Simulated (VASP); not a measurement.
# Sr (Im-3m) in VASP: a series of runs, part 2 of 2

VASP 6.6.1. The steps go on from the part before.

## 3. Single point, r2SCAN, non-collinear spin, zero start, spin-orbit coupling

Contents of POSCAR:

```
Sr
1.0
   -2.4147147952      2.4147147952      2.4147147952
    2.4147147952     -2.4147147952      2.4147147952
    2.4147147952      2.4147147952     -2.4147147952
Sr
1
Direct
    0.0000000000      0.0000000000      0.0000000000
```

Contents of INCAR.step1:

```
SYSTEM = Sr
PREC = Accurate
ENCUT = 520
ISMEAR = -1
SIGMA = 0.1
LREAL = .FALSE.
LASPH = .TRUE.
NELM = 150
LNONCOLLINEAR = .TRUE.
MAGMOM = 0 0 0
LSORBIT = .TRUE.
GGA_COMPAT = .FALSE.
NBANDS = 21
GGA = PE
ALGO = Normal
EDIFF = 1E-4
LWAVE = .TRUE.
LCHARG = .FALSE.
```

Contents of INCAR.step2:

```
SYSTEM = Sr
PREC = Accurate
ENCUT = 520
EDIFF = 1E-7
ISMEAR = -1
SIGMA = 0.1
LREAL = .FALSE.
LASPH = .TRUE.
NELM = 150
ALGO = Normal
ISIF = 2
LWAVE = .FALSE.
LCHARG = .FALSE.
LNONCOLLINEAR = .TRUE.
MAGMOM = 0 0 0
LORBIT = 11
LSORBIT = .TRUE.
GGA_COMPAT = .FALSE.
LORBMOM = .TRUE.
METAGGA = R2SCAN
LMIXTAU = .TRUE.
NBANDS = 21
ISTART = 1
```

Contents of KPOINTS:

```
Automatic mesh
0
G
  9 9 9
  0 0 0
```

Potentials or basis: VASP PAW PBE potentials, release 64 (Sr_sv).

On the command line:

```console
> cat potpaw_PBE.64/Sr_sv/POTCAR > POTCAR
> cp INCAR.step1 INCAR
> mpirun -np 1 vasp_ncl > vasp.out
> cp INCAR.step2 INCAR
> mpirun -np 1 vasp_ncl > vasp.out
```

OUTCAR:

```text
SYSTEM = Sr
   PREC = Accurate
   ENCUT = 520
   EDIFF = 1E-7
   ISMEAR = -1
   LREAL = .FALSE.
   LASPH = .TRUE.
   NELM = 150
   ISIF = 2
   LNONCOLLINEAR = .TRUE.
   LORBIT = 11
   LSORBIT = .TRUE.
   METAGGA = R2SCAN
   ISTART = 1

 ion  position               nearest neighbor table
   1  0.000  0.000  0.000-

  LATTYP: Found a body centered cubic cell.
 ALAT       =     4.8294295904

  Lattice vectors:

 A1 = (  -2.4147147952,   2.4147147952,   2.4147147952)
 A2 = (   2.4147147952,  -2.4147147952,   2.4147147952)
 A3 = (   2.4147147952,   2.4147147952,  -2.4147147952)

Analysis of symmetry for initial positions (statically):
=====================================================================
 Subroutine PRICEL returns:
 Original cell was already a primitive cell.

 Routine SETGRP: Setting up the symmetry group for a
 body centered cubic supercell.

 Subroutine GETGRP returns: Found 48 space group operations
 (whereof 48 operations were pure point group operations)
 out of a pool of 48 trial point group operations.

The static configuration has the point symmetry O_h .

Analysis of symmetry for dynamics (positions and initial velocities):
=====================================================================
 Subroutine PRICEL returns:
 Original cell was already a primitive cell.

 Routine SETGRP: Setting up the symmetry group for a
 body centered cubic supercell.

 Subroutine GETGRP returns: Found 48 space group operations
 (whereof 48 operations were pure point group operations)
 out of a pool of 48 trial point group operations.

The dynamic configuration has the point symmetry O_h .

Analysis of structural, dynamic, and magnetic symmetry:
=====================================================================
 Subroutine PRICEL returns:
[... 750 lines left out ...]
  Total       -0.0085438     -0.0085438     -0.0085438      0.0000000      0.0000000     -0.0000000
  in kB       -0.2430543     -0.2430543     -0.2430543      0.0000000      0.0000000     -0.0000000
  external PRESSURE =      -0.2430543 kB  Pullay stress =       0.0000000 kB

 VOLUME and BASIS-vectors are now :
 -----------------------------------------------------------------------------
  energy-cutoff  :      520.00
  volume of cell :       56.32
      direct lattice vectors                 reciprocal lattice vectors
    -2.414714795  2.414714795  2.414714795     0.000000000  0.207063791  0.207063791
     2.414714795 -2.414714795  2.414714795     0.207063791  0.000000000  0.207063791
     2.414714795  2.414714795 -2.414714795     0.207063791  0.207063791  0.000000000

 POSITION                                       TOTAL-FORCE (eV/Angst)
 -----------------------------------------------------------------------------------
      0.00000      0.00000      0.00000         0.000000      0.000000      0.000000
 -----------------------------------------------------------------------------------
    total drift:                               -0.000000      0.000000      0.000000

  FREE ENERGIE OF THE ION-ELECTRON SYSTEM (eV)
  ---------------------------------------------------
  free  energy   TOTEN  =       -15.1940227256 eV

  energy  without entropy=      -15.1448978238  energy(sigma->0) =      -15.16946027

 orbital moment (x)

 # of ion     p       d       tot
 ----------------------------------------
  1         0.000   0.000   0.000
 ----------------------------------------
            0.000   0.000   0.000

 orbital moment (y)

 # of ion     p       d       tot
 ----------------------------------------
  1         0.000   0.000   0.000
 ----------------------------------------
            0.000   0.000   0.000

 orbital moment (z)

 # of ion     p       d       tot
 ----------------------------------------
  1         0.000   0.000   0.000
 ----------------------------------------
            0.000   0.000   0.000

 Spin-Orbit-Coupling matrix elements

 Ion:    1  E_soc:     -0.1642760
 l=   1
     0.0000000    -0.0273792    -0.0273792
    -0.0273792     0.0000000    -0.0273792
    -0.0273792    -0.0273792     0.0000000
 l=   2
     0.0000000     0.0000043     0.0000000     0.0000043    -0.0000044
     0.0000043     0.0000000    -0.0000033     0.0000043    -0.0000011
     0.0000000    -0.0000033     0.0000000    -0.0000033     0.0000000
     0.0000043     0.0000043    -0.0000033     0.0000000    -0.0000011
    -0.0000044    -0.0000011     0.0000000    -0.0000011     0.0000000
 l=   3
     0.0000000     0.0000000     0.0000000     0.0000000     0.0000000     0.0000000     0.0000000
     0.0000000     0.0000000     0.0000000     0.0000000     0.0000000     0.0000000     0.0000000
     0.0000000     0.0000000     0.0000000     0.0000000     0.0000000     0.0000000     0.0000000
     0.0000000     0.0000000     0.0000000     0.0000000     0.0000000     0.0000000     0.0000000
     0.0000000     0.0000000     0.0000000     0.0000000     0.0000000     0.0000000     0.0000000
     0.0000000     0.0000000     0.0000000     0.0000000     0.0000000     0.0000000     0.0000000
     0.0000000     0.0000000     0.0000000     0.0000000     0.0000000     0.0000000     0.0000000

 total charge

# of ion       s       p       d       tot
------------------------------------------
    1        2.052   5.832   0.120   8.004

 magnetization (x)

# of ion       s       p       d       tot
------------------------------------------
    1       -0.000  -0.000   0.000  -0.000

 magnetization (y)

# of ion       s       p       d       tot
------------------------------------------
    1       -0.000   0.000   0.000  -0.000

 magnetization (z)

# of ion       s       p       d       tot
------------------------------------------
    1       -0.000   0.000   0.000   0.000
```

OSZICAR.step1:

```text
N       E                     dE             d eps       ncg     rms          rms(c)
DAV:   1     0.486056497092E+02    0.48606E+02   -0.45018E+03  1470   0.813E+02
DAV:   2     0.170646863366E+01   -0.46899E+02   -0.45983E+02  1820   0.191E+02
DAV:   3    -0.164197006386E+01   -0.33484E+01   -0.33157E+01  2504   0.344E+01
DAV:   4    -0.173189149573E+01   -0.89921E-01   -0.89588E-01  1959   0.463E+00
DAV:   5    -0.173357992996E+01   -0.16884E-02   -0.16883E-02  2209   0.517E-01    0.187E+01
DAV:   6    -0.173554398651E+01   -0.19641E-02   -0.75497E-03  1880   0.999E-01    0.110E+01
DAV:   7    -0.173669067928E+01   -0.11467E-02   -0.26746E-03  1856   0.593E-01    0.629E+00
DAV:   8    -0.173743267553E+01   -0.74200E-03   -0.42669E-03  1722   0.738E-01    0.221E-01
DAV:   9    -0.173751147504E+01   -0.78800E-04   -0.81336E-04  2511   0.160E-01
   1 F= -.17375115E+01 E0= -.17133976E+01  d E =-.482278E-01  mag=     0.0000     0.0000    -0.0000
```

It took 10 min on 1 thread of Intel Xeon 8259CL, shared host; peak memory 0.4 GiB.

What came out:

* Free energy: -15.1940 eV
* Pressure: 0.0 GPa
* Net moment: 0.00 μB per cell
* Valence electrons inside the program's atomic spheres: Sr 8.00

Moments on the atoms (μB; x, y, z):
```
Sr  0.00 0.00 0.00
```

Caveat: the PAW data sets were made with another functional, which shifts forces and pressure a little.
